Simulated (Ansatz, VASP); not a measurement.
# One calculation of BeS, two programs

File INCAR:

```
SYSTEM = BeS
  PREC = Accurate
  ENCUT = 600
  EDIFF = 1E-6
  ISMEAR = -1
  SIGMA = 0.02
  LREAL = .FALSE.
  LASPH = .TRUE.
  NELM = 120
  ALGO = Normal
  ISIF = 2
  LWAVE = .FALSE.
  LCHARG = .FALSE.
  GGA = CA
  NBANDS = 11
  GGA_COMPAT = .FALSE.
```

The input KPOINTS:

```
regular mesh
0
G
  9 9 9
  0 0 0
```

POSCAR

```
BeS
1.0
    0.0000000000      2.4250000000      2.4250000000
    2.4250000000      0.0000000000      2.4250000000
    2.4250000000      2.4250000000      0.0000000000
Be S
1 1
Direct
    0.0000000000      0.0000000000      0.0000000000
    0.7500000000      0.7500000000      0.7500000000
```

Input for Ansatz:

```yaml
crystal:
  lattice:
    - [0.0, 2.425, 2.425]
    - [2.425, 0.0, 2.425]
    - [2.425, 2.425, 0.0]
  atoms:
    - { symbol: Be, position: [0.0, 0.0, 0.0] }
    - { symbol: S, position: [0.75, 0.75, 0.75] }
kpoints:
  mp_grid: { grid: [9, 9, 9] }
  band_path:
    path:
      - [0.0, 0.0, 0.0]
      - [-0.5, -0.5, 0.0]
      - [-0.375, -0.375, 0.25]
      - [-0.375, 0.0, 0.375]
      - [0.0, 0.0, 0.0]
      - [0.0, 0.0, 0.5]
      - [-0.5, -0.25, 0.25]
      - [-0.5, -0.5, 0.0]
    npoints: 5
scf:
  occupations: { method: fermi_dirac, width: 0.02 }
hamiltonian:
  xc: lda
  pseudopotentials: { kind: all_electron, lapw: { basis_error: 0.00025 } }
output:
  forces: true
  stress: true
  eigenvalues: true
```

Alike in both runs: task single point; functional LDA; k mesh 9 × 9 × 9; occupations fermi-dirac, width 0.02 eV; no spin polarisation.

|  | VASP | Ansatz |
| --- | --- | --- |
| version | VASP 6.6.1 | Ansatz 0.2.0 |
| potentials or method | VASP PAW LDA potentials, release 64 (Be, S), cutoff 600 eV | all-electron LAPW, scalar-relativistic |

Ansatz gave:

```
gap on the k mesh at the Fermi level (eV) : 3.00
pressure (GPa)                            : -3.2
```

Q: Estimate VASP's values.

A: gap on the k mesh at the Fermi level (eV): 3.00; pressure (GPa): -3.1.

LDA's correlation is that of Perdew and Zunger in VASP and of Perdew and Wang (1992) in Ansatz. Ansatz ran all-electron here, and VASP with PAW potentials.
